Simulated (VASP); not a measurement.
# AlNi (Cmmm) in VASP: further runs

The runs below take AlNi through single point, with r2SCAN.

Program: VASP 6.6.1. These are calculated values, not measurements. Logs are shortened: lines on timing, memory, paths and dates and some standing lists are left out, and cuts for length are marked.

## 1. The cell of the first run

The structure is orthorhombic, space group Cmmm (No. 65). The conventional cell has a = 3.877 Å, b = 3.906 Å, c = 3.099 Å, α = 90.00°, β = 90.00°, γ = 90.00°. Within 3.3 Å of Al (site symmetry mmm) lie 8 Ni at 2.48 to 2.49 Å and 6 Al at 2.75 to 3.10 Å. Within 3.3 Å of Ni (site symmetry mmm) lie 8 Al at 2.48 to 2.49 Å and 6 Ni at 2.75 to 3.10 Å.

## 2. Single point, r2SCAN, collinear spin, ferromagnetic start

Contents of POSCAR:

```
AlNi
1.0
    1.9386940000     -1.9531900000      0.0000000000
    1.9386940000      1.9531900000      0.0000000000
    0.0000000000      0.0000000000      3.0994300000
Al Ni
1 1
Direct
    0.0000000000      0.0000000000      0.0000000000
    0.5000000000      0.5000000000      0.5000000000
```

Contents of INCAR.step1:

```
SYSTEM = AlNi
  PREC = Accurate
  ENCUT = 520
  ISMEAR = 1
  SIGMA = 0.5
  LREAL = .FALSE.
  LASPH = .TRUE.
  NELM = 150
  ISPIN = 2
  MAGMOM = 0 1
  LMAXMIX = 4
  NBANDS = 18
  GGA = PE
  ALGO = Normal
  EDIFF = 1E-4
  LWAVE = .TRUE.
  LCHARG = .FALSE.
```

Contents of INCAR.step2:

```
SYSTEM = AlNi
  PREC = Accurate
  ENCUT = 520
  EDIFF = 1E-6
  ISMEAR = 1
  SIGMA = 0.5
  LREAL = .FALSE.
  LASPH = .TRUE.
  NELM = 150
  ALGO = Normal
  ISIF = 2
  LWAVE = .FALSE.
  LCHARG = .FALSE.
  ISPIN = 2
  MAGMOM = 0 1
  LORBIT = 11
  LMAXMIX = 4
  METAGGA = R2SCAN
  LMIXTAU = .TRUE.
  NBANDS = 18
  ISTART = 1
```

Contents of KPOINTS:

```
regular mesh
0
G
  11 11 10
  0 0 0
```

Potentials or basis: VASP PAW PBE potentials, release 64 (Al, Ni).

Started as:

```
$ cat potpaw_PBE.64/Al/POTCAR potpaw_PBE.64/Ni/POTCAR > POTCAR
$ cp INCAR.step1 INCAR
$ mpirun -np 1 vasp_std > vasp.out
$ cp INCAR.step2 INCAR
$ mpirun -np 1 vasp_std > vasp.out
```

OUTCAR:

```text
SYSTEM = AlNi
   PREC = Accurate
   ENCUT = 520
   EDIFF = 1E-6
   ISMEAR = 1
   LREAL = .FALSE.
   LASPH = .TRUE.
   NELM = 150
   ISIF = 2
   ISPIN = 2
   LORBIT = 11
   METAGGA = R2SCAN
   ISTART = 1

 ion  position               nearest neighbor table
   1  0.000  0.000  0.000-   2 2.48   2 2.48   2 2.48   2 2.48   2 2.49   2 2.49   2 2.49   2 2.49

   2  0.500  0.500  0.500-   1 2.48   1 2.48   1 2.48   1 2.48   1 2.49   1 2.49   1 2.49   1 2.49

  LATTYP: Found a base centered orthorhombic cell.
 ALAT       =     3.8773880000
 B/A-ratio  =     1.0074771986
 C/A-ratio  =     0.7993602910

  Lattice vectors:

 A1 = (   1.9386940000,  -1.9531900000,   0.0000000000)
 A2 = (   1.9386940000,   1.9531900000,   0.0000000000)
 A3 = (   0.0000000000,   0.0000000000,   3.0994300000)

Analysis of symmetry for initial positions (statically):
=====================================================================
 Subroutine PRICEL returns:
 Original cell was already a primitive cell.

 Routine SETGRP: Setting up the symmetry group for a
 base centered orthorhombic supercell.

 Subroutine GETGRP returns: Found  8 space group operations
 (whereof  8 operations were pure point group operations)
 out of a pool of  8 trial point group operations.

The static configuration has the point symmetry D_2h.

Analysis of symmetry for dynamics (positions and initial velocities):
=====================================================================
 Subroutine PRICEL returns:
 Original cell was already a primitive cell.

 Routine SETGRP: Setting up the symmetry group for a
 base centered orthorhombic supercell.

 Subroutine GETGRP returns: Found  8 space group operations
 (whereof  8 operations were pure point group operations)
 out of a pool of  8 trial point group operations.

The dynamic configuration has the point symmetry D_2h.

Analysis of structural, dynamic, and magnetic symmetry:
=====================================================================
 Subroutine PRICEL returns:
 Original cell was already a primitive cell.

 Routine SETGRP: Setting up the symmetry group for a
 base centered orthorhombic supercell.

 Subroutine GETGRP returns: Found  8 space group operations
 (whereof  8 operations were pure point group operations)
 out of a pool of  8 trial point group operations.

The overall configuration has the point symmetry D_2h.

 Subroutine INISYM returns: Found  8 space group operations
 (whereof  8 operations are pure point group operations),
 and found     1 'primitive' translations

----------------------------------------------------------------------------------------

                                     Primitive cell

  volume of cell :      23.4728

  direct lattice vectors                    reciprocal lattice vectors
     1.938694000 -1.953190000  0.000000000     0.257905580 -0.255991481  0.000000000
     1.938694000  1.953190000  0.000000000     0.257905580  0.255991481  0.000000000
     0.000000000  0.000000000  3.099430000     0.000000000  0.000000000  0.322639969

  length of vectors
     2.751996657  2.751996657  3.099430000     0.363382617  0.363382617  0.322639969

  position of ions in fractional coordinates (direct lattice)
     0.000000000  0.000000000  0.000000000
     0.500000000  0.500000000  0.500000000

  ion indices of the primitive-cell ions
   primitive index   ion index
                 1           1
                 2           2

----------------------------------------------------------------------------------------

 KPOINTS: regular mesh

Automatic generation of k-mesh.
 Grid dimensions read from file:
 generate k-points for:   11   11   10

 Generating k-lattice:

  Cartesian coordinates                     Fractional coordinates (reciprocal lattice)
     0.023445962 -0.023271953  0.000000000     0.090909091  0.000000000  0.000000000
     0.023445962  0.023271953  0.000000000     0.000000000  0.090909091  0.000000000
     0.000000000  0.000000000  0.032263997     0.000000000  0.000000000  0.100000000

  Length of vectors
     0.033034783  0.033034783  0.032263997

  Shift w.r.t. Gamma in fractional coordinates (k-lattice)
     0.000000000  0.000000000  0.000000000

 Subroutine IBZKPT returns following result:
 ===========================================

 Found    216 irreducible k-points:

 Following reciprocal coordinates:
            Coordinates               Weight
  0.000000  0.000000  0.000000      1.000000
  0.090909 -0.000000  0.000000      4.000000
  0.181818  0.000000  0.000000      4.000000
  0.272727 -0.000000  0.000000      4.000000
  0.363636 -0.000000  0.000000      4.000000
  0.454545 -0.000000  0.000000      4.000000
[... 16 lines left out ...]
 -0.272727  0.181818  0.000000      4.000000
 -0.181818  0.181818  0.000000      2.000000
 [... further k-points ...]
   k-points           NKPTS =    216   k-points in BZ     NKDIM =    216   number of bands    NBANDS=     18
   number of dos      NEDOS =    301   number of ions     NIONS =      2
   total plane-waves  NPLWV =   9600
   dimension x,y,z NGX =    20 NGY =   20 NGZ =   24
   dimension x,y,z NGXF=    40 NGYF=   40 NGZF=   48
   ions per type =               1   1
   NGX,Y,Z   is equivalent  to a cutoff of  12.08, 12.08, 12.87 a.u.
   NGXF,Y,Z  is equivalent  to a cutoff of  24.16, 24.16, 25.75 a.u.
 SYSTEM =  AlNi
   PREC   = accura    normal or accurate (medium, high low for compatibility)
   ISTART =      1    job   : 0-new  1-cont  2-samecut
   ICHARG =      0    charge: 1-file 2-atom 10-const
   ISPIN  =      2    spin polarized calculation?
   LNONCOLLINEAR =      F non collinear calculations
   LSORBIT =      F    spin-orbit coupling
   LASPH  =      T    aspherical Exc in radial PAW
   ENCUT  =  520.0 eV  38.22 Ry    6.18 a.u.   5.12  5.12  5.76*2*pi/ulx,y,z
   NELM   =    150;   NELMIN=  2; NELMDL=  0     # of ELM steps
   EDIFF  = 0.1E-05   stopping-criterion for ELM
   LREAL  =      F    real-space projection
   EDIFFG = 0.1E-04   stopping-criterion for IOM
   NSW    =      0    number of steps for IOM
   IBRION =     -1    ionic relax: 0-MD 1-quasi-New 2-CG
   NFREE  =      0    steps in history (QN), initial steepest desc. (CG)
   ISIF   =      2    stress and relaxation
   ISYM   =      2    0-nonsym 1-usesym 2-fastsym
   POTIM  = 0.5000    time-step for ionic-motion
   TEBEG  =    0.0;   TEEND  =   0.0 temperature during run
   PSTRESS=    0.0 pullay stress
   NELECT =      13.0000    total number of electrons
   NUPDOWN=      -1.0000    fix difference up-down
   EMIN   =  10.00;   EMAX   =-10.00  energy-range for DOS
   EFERMI =   0.00;   METHOD = LEGACY
   ISMEAR =     1;   SIGMA  =   0.50  broadening in eV -4-tet -1-fermi 0-gaus
   EFERMI_NEDOS =   21; number of points for ismear=-14 and -15
   IALGO  =     38    algorithm
   IMIX   =      4    mixing-type and parameters
     AMIX     =   0.40;   BMIX     =  1.00
     AMIX_MAG =   1.60;   BMIX_MAG =  1.00
  volume/ion in A,a.u.               =      11.74        79.20
  Fermi-wavevector in a.u.,A,eV,Ry     =   1.344417  2.540580 24.591957  1.807458
  Thomas-Fermi vector in A             =   2.472413
   LORBIT       =     11    0 simple, 1 ext, 2 COOP (PROOUT), +10 PAW based schemes
   METAGGA = R2SCAN    functional components
   LHFCALC =     F    Hartree Fock is set to
   AEXX    =    0.0000 exact exchange contribution
   IVDW    =     0    specifies the selected vdW correction
   LEPSILON=     F    determine dielectric tensor
   LRPA    =     F    only Hartree local field effects (RPA)
 spin polarized calculation
 Methfessel and Paxton  Order N= 1 SIGMA  =   0.50
  energy-cutoff  :      520.00
  volume of cell :       23.47
 maximum number of plane-waves:       643
   NGX = 11   NGY = 11   NGZ = 11

 number of electron      13.0000022 magnetization       0.0000123

 Free energy of the ion-electron system (eV)
  ---------------------------------------------------
  ext. energy  EPLUGINS =         0.00000000
  ---------------------------------------------------
  free energy    TOTEN  =       -20.02115534 eV

  energy without entropy =      -20.01451058  energy(sigma->0) =      -20.01894042

 E-fermi :  10.1537     XC(G=0): -13.1118

 val. band max:       10.1392105132   @ k =   0.4545   0.2727   0.3000
 cond. band min:      10.1615577261   @ k =  -0.4545   0.2727   0.3000
 fundamental gap:      0.0223472129
 Fermi energy:        10.1537145669

 spin component 1

 k-point     1 :       0.0000    0.0000    0.0000
  band No.  band energies     occupation
      1      -1.7335      1.00000
      2       6.5628      1.00000
      3       6.7599      1.00000
      4       8.4152      1.00001
      5       8.4345      1.00001
      6       8.6719      1.00011
[... 10 lines left out ...]
     17      34.8997      0.00000
     18      34.9066      0.00000
[... 463 lines left out ...]
 k-point    24 :      -0.1818    0.1818    0.0000
  band No.  band energies     occupation
      1      -0.3647      1.00000
      2       6.8026      1.00000
      3       6.9081      1.00000
      4       7.9868      1.00000
      5       8.1546      1.00000
      6       8.1771      1.00000
[... 10 lines left out ...]
     17      33.8338      0.00000
     18      38.6815      0.00000

 [... further k-points ...]

 spin component 2

 k-point     1 :       0.0000    0.0000    0.0000
  band No.  band energies     occupation
      1      -1.7335      1.00000
      2       6.5628      1.00000
      3       6.7600      1.00000
      4       8.4152      1.00001
      5       8.4345      1.00001
      6       8.6719      1.00011
[... 10 lines left out ...]
     17      34.8997      0.00000
     18      34.9066      0.00000
[... 463 lines left out ...]
 k-point    24 :      -0.1818    0.1818    0.0000
  band No.  band energies     occupation
      1      -0.3647      1.00000
      2       6.8026      1.00000
      3       6.9081      1.00000
      4       7.9868      1.00000
      5       8.1546      1.00000
      6       8.1771      1.00000
[... 10 lines left out ...]
     17      33.8338      0.00000
     18      38.6815      0.00000

 [... further k-points ...]

------------------------ aborting loop because EDIFF is reached ----------------------------------------

  FORCE on cell =-STRESS in cart. coord.  units (eV):
  Direction    XX          YY          ZZ          XY          YZ          ZX
  --------------------------------------------------------------------------------------
  -------------------------------------------------------------------------------------
  Total        0.5158691      0.2652543     -0.5867352      0.0000000      0.0000000      0.0000000
  in kB       35.2114980     18.1053727    -40.0485821      0.0000000      0.0000000      0.0000000
  external PRESSURE =       4.4227629 kB  Pullay stress =       0.0000000 kB

 VOLUME and BASIS-vectors are now :
 -----------------------------------------------------------------------------
  energy-cutoff  :      520.00
  volume of cell :       23.47
      direct lattice vectors                 reciprocal lattice vectors
     1.938694000 -1.953190000  0.000000000     0.257905580 -0.255991481  0.000000000
     1.938694000  1.953190000  0.000000000     0.257905580  0.255991481  0.000000000
     0.000000000  0.000000000  3.099430000     0.000000000  0.000000000  0.322639969

 POSITION                                       TOTAL-FORCE (eV/Angst)
 -----------------------------------------------------------------------------------
      0.00000      0.00000      0.00000         0.000000      0.000000      0.000000
      1.93869      0.00000      1.54971        -0.000000     -0.000000      0.000000
 -----------------------------------------------------------------------------------
    total drift:                                0.000000      0.000000      0.000000

  FREE ENERGIE OF THE ION-ELECTRON SYSTEM (eV)
  ---------------------------------------------------
  free  energy   TOTEN  =       -20.0211553412 eV

  energy  without entropy=      -20.0145105835  energy(sigma->0) =      -20.01894042

 total charge

# of ion       s       p       d       tot
------------------------------------------
    1        0.385   0.437   0.000   0.822
    2        0.497   0.560   8.483   9.540
--------------------------------------------------
tot          0.882   0.997   8.483  10.362

 magnetization (x)

# of ion       s       p       d       tot
------------------------------------------
    1        0.000   0.000   0.000   0.000
    2        0.000  -0.000   0.000   0.000
--------------------------------------------------
tot          0.000   0.000   0.000   0.000
```

It took 3.7 min on 1 thread of Intel Xeon 6975P-C (Granite Rapids), shared host; peak memory 0.24 GiB.

Results:

* Free energy: -20.0212 eV
* Pressure: 0.4 GPa
* Net moment: 0.00 μB per cell
* Valence electrons inside the program's atomic spheres: Al 0.82; Ni 9.54

Stress tensor (GPa, compression positive):
```
 3.52  0.00  0.00
 0.00  1.81  0.00
 0.00  0.00 -4.00
```

Caveat: the stress differs along the axes, from -4 to 4 GPa; so wide a smearing shifts energies and pressures; the moments typed at the start vanished in this run; the PAW data sets were made with another functional, which shifts forces and pressure a little.

## 3. Single point, r2SCAN, collinear spin, ferromagnetic start

POSCAR is that of step 2.

Contents of INCAR.step1:

```
PREC = Accurate ; ENCUT = 520
ISMEAR = 1 ; SIGMA = 0.3
LREAL = False ; LASPH = True
NELM = 150 ; ISPIN = 2
MAGMOM = 0 1 ; LMAXMIX = 4
NBANDS = 18 ; GGA = PE
ALGO = Normal ; EDIFF = 1E-4
LWAVE = True ; LCHARG = False
```

Contents of INCAR.step2:

```
PREC = Accurate ; ENCUT = 520
EDIFF = 1E-7 ; ISMEAR = 1
SIGMA = 0.3 ; LREAL = False
LASPH = True ; NELM = 150
ALGO = Normal ; ISIF = 2
LWAVE = False ; LCHARG = True
ISPIN = 2 ; MAGMOM = 0 1
LORBIT = 11 ; LMAXMIX = 4
METAGGA = R2SCAN ; LMIXTAU = True
LELF = True ; LVHAR = True
NBANDS = 18 ; ISTART = 1
```

Contents of KPOINTS:

```
regular mesh
0
Gamma
  11 11 10
```

Potentials or basis: VASP PAW PBE potentials, release 64 (Al, Ni).

Started as:

```
$ cat potpaw_PBE.64/Al/POTCAR potpaw_PBE.64/Ni/POTCAR > POTCAR
$ cp INCAR.step1 INCAR
$ mpirun -np 1 vasp_std > vasp.out
$ cp INCAR.step2 INCAR
$ mpirun -np 1 vasp_std > vasp.out
```

Wall time 4.3 min (1 thread of Intel Xeon 6975P-C (Granite Rapids), shared host); peak memory 0.25 GiB.

The run converged. Its results:

```yaml
Free_energy: -20.0209 eV
Pressure: 0.3 GPa
Net_moment: 0.00 μB per cell
Valence_electrons_inside_the_program's_atomic_spheres: Al 0.82; Ni 9.54
```

Stress tensor (GPa, compression positive):
```
 3.38  0.00  0.00
 0.00  1.59  0.00
 0.00  0.00 -4.12
```

Levels at points of the mesh, in eV from the Fermi level:
Spin up:
| k point | band 3 | band 4 | band 5 | band 6 | band 7 | band 8 | band 9 | band 10 | band 11 | band 12 |
| --- | --- | --- | --- | --- | --- | --- | --- | --- | --- | --- |
| (0.00, 0.00, 0.00) | -3.38 | -1.72 | -1.71 | -1.47 | 3.14 | 7.40 | 7.53 | 7.57 | 8.97 | 15.90 |
| (0.00, 0.00, 0.50) | -3.04 | -2.18 | -2.15 | -1.42 | -1.30 | 8.78 | 11.82 | 11.86 | 12.27 | 12.28 |
Spin down:
| k point | band 4 | band 5 | band 6 | band 7 | band 8 | band 9 | band 10 | band 11 |
| --- | --- | --- | --- | --- | --- | --- | --- | --- |
| (0.00, 0.00, 0.00) | -1.72 | -1.71 | -1.47 | 3.14 | 7.40 | 7.53 | 7.57 | 8.97 |
| (0.00, 0.00, 0.50) | -2.18 | -2.15 | -1.42 | -1.30 | 8.78 | 11.82 | 11.86 | 12.27 |

Caveat: the stress differs along the axes, from -4 to 3 GPa; so wide a smearing shifts energies and pressures; the moments typed at the start vanished in this run; the PAW data sets were made with another functional, which shifts forces and pressure a little.

## 4. Single point, r2SCAN, collinear spin, ferromagnetic start

POSCAR is that of step 3.

Contents of INCAR.step1:

```
SYSTEM = AlNi
PREC = Accurate
ENCUT = 520
ISMEAR = 1
SIGMA = 0.2
LREAL = .False.
LASPH = .True.
NELM = 150
ISPIN = 2
MAGMOM = 0 1
LMAXMIX = 4
NBANDS = 18
GGA = PE
ALGO = Normal
EDIFF = 1E-4
LWAVE = .True.
LCHARG = .False.
```

Contents of INCAR.step2:

```
SYSTEM = AlNi
PREC = Accurate
ENCUT = 520
EDIFF = 1E-6
ISMEAR = 1
SIGMA = 0.2
LREAL = .False.
LASPH = .True.
NELM = 150
ALGO = Normal
ISIF = 2
LWAVE = .False.
LCHARG = .False.
ISPIN = 2
MAGMOM = 0 1
LORBIT = 11
LMAXMIX = 4
METAGGA = R2SCAN
LMIXTAU = .True.
NBANDS = 18
ISTART = 1
```

Contents of KPOINTS:

```
regular mesh
0
Gamma
  11 11 10
  0 0 0
```

Started as:

```
$ cat potpaw_PBE.64/Al/POTCAR potpaw_PBE.64/Ni/POTCAR > POTCAR
$ cp INCAR.step1 INCAR
$ mpirun -np 1 vasp_std > vasp.out
$ cp INCAR.step2 INCAR
$ mpirun -np 1 vasp_std > vasp.out
```

Run time: 3.1 min. Hardware: 1 thread of Intel Xeon 6975P-C (Granite Rapids), shared host; peak memory 0.25 GiB.

The run converged. Its results:

- Free energy: -20.0221 eV
- Pressure: 0.3 GPa
- Net moment: 0.00 μB per cell
- Valence electrons inside the program's atomic spheres: Al 0.82; Ni 9.54

Stress tensor (GPa, compression positive):
```
 3.37  0.00  0.00
 0.00  1.53  0.00
 0.00  0.00 -3.86
```

Levels at points of the mesh, in eV from the Fermi level:
Spin up:
| k point | band 3 | band 4 | band 5 | band 6 | band 7 | band 8 | band 9 | band 10 | band 11 | band 12 |
| --- | --- | --- | --- | --- | --- | --- | --- | --- | --- | --- |
| (0.00, 0.00, 0.00) | -3.39 | -1.74 | -1.72 | -1.48 | 3.13 | 7.39 | 7.52 | 7.56 | 8.96 | 15.89 |
| (0.00, 0.00, 0.50) | -3.06 | -2.19 | -2.16 | -1.44 | -1.31 | 8.77 | 11.81 | 11.85 | 12.26 | 12.27 |
Spin down:
```
           k point  band 3  band 4  band 5  band 6  band 7  band 8  band 9  band 10  band 11  band 12
(0.00, 0.00, 0.00)   -3.39   -1.74   -1.72   -1.48    3.13    7.39    7.52     7.56     8.96    15.89
(0.00, 0.00, 0.50)   -3.06   -2.19   -2.16   -1.44   -1.31    8.77   11.81    11.85    12.26    12.27
```

Caveat: the stress differs along the axes, from -4 to 3 GPa; the moments typed at the start vanished in this run; the PAW data sets were made with another functional, which shifts forces and pressure a little.

## 5. Overview

| smearing | gap on the mesh (eV) | pressure (GPa) | moment (μB) |
| --- | --- | --- | --- |
| methfessel-paxton 0.5 eV | none | 0.4 | 0.00 |
| methfessel-paxton 0.3 eV | none | 0.3 | 0.00 |
| methfessel-paxton 0.2 eV | none | 0.3 | 0.00 |

Alike in all rows: task single point; level r2SCAN; potentials or basis VASP PAW PBE potentials, release 64 (Al, Ni); spin collinear, ferromagnetic start; cell as given; k mesh 11 × 11 × 10; cutoff (eV) 520.

Caveats: the moments typed at the start vanished in this run; the PAW data sets were made with another functional, which shifts forces and pressure a little; so wide a smearing shifts energies and pressures (at least some runs); the stress differs along the axes, from -4 to 3 GPa (at least some runs); the stress differs along the axes, from -4 to 4 GPa (at least some runs).

Absolute energies hang on the potentials; compare differences alone.

The gap in the log of VASP goes by the Fermi energy; the results here count the filled bands.